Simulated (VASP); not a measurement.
## Sb: single point with r2SCAN0

Crystal: Sb.

```xyz
1
Lattice="3.2220 0.0000 0.0000 0.0000 3.2220 0.0000 0.0000 0.0000 3.2220" Properties=species:S:1:pos:R:3 pbc="T T T"
Sb    0.0000    0.0000    0.0000
```

This isn't the form of Sb at room conditions, which is rhombohedral.

```
Program             : VASP 6.6.1
Task                : single point
Functional          : r2SCAN0
Potentials or basis : VASP PAW PBE potentials, release 64 (Sb)
Cutoff              : 520 eV
k mesh              : 4 × 4 × 4
Occupations         : fermi-dirac, width 0.05 eV
Spin                : no spin polarisation
```

```yaml
Pressure: -8.9 GPa
Band_gap_on_the_k_mesh: zero (an odd number of electrons rules out a gap without spin polarisation)
```

Levels at points of the mesh, in eV from the Fermi level:
| k point | band 1 | band 2 | band 3 | band 4 | band 5 | band 6 |
| --- | --- | --- | --- | --- | --- | --- |
| (0.00, 0.00, 0.00) | -14.09 | 3.46 | 3.46 | 3.46 | 7.53 | 7.53 |
| (0.50, 0.00, 0.00) | -11.72 | -6.50 | 5.46 | 5.46 | 9.56 | 11.60 |
| (0.50, 0.50, 0.00) | -9.11 | -4.39 | -4.39 | 3.16 | 7.39 | 13.20 |
| (0.50, 0.50, 0.50) | -6.21 | -2.47 | -2.47 | -2.47 | 5.74 | 5.74 |

Run time: 2.1 min on 1 thread of Intel Xeon 8259CL (shared host), peak memory 0.14 GiB.

Caveat: the k points lie up to 0.49 Å⁻¹ apart, too coarse for converged energies and pressures of a metal; the PAW data sets were made with another functional, which shifts forces and pressure a little; spin-orbit coupling is left out, which moves the levels of the heavy elements.
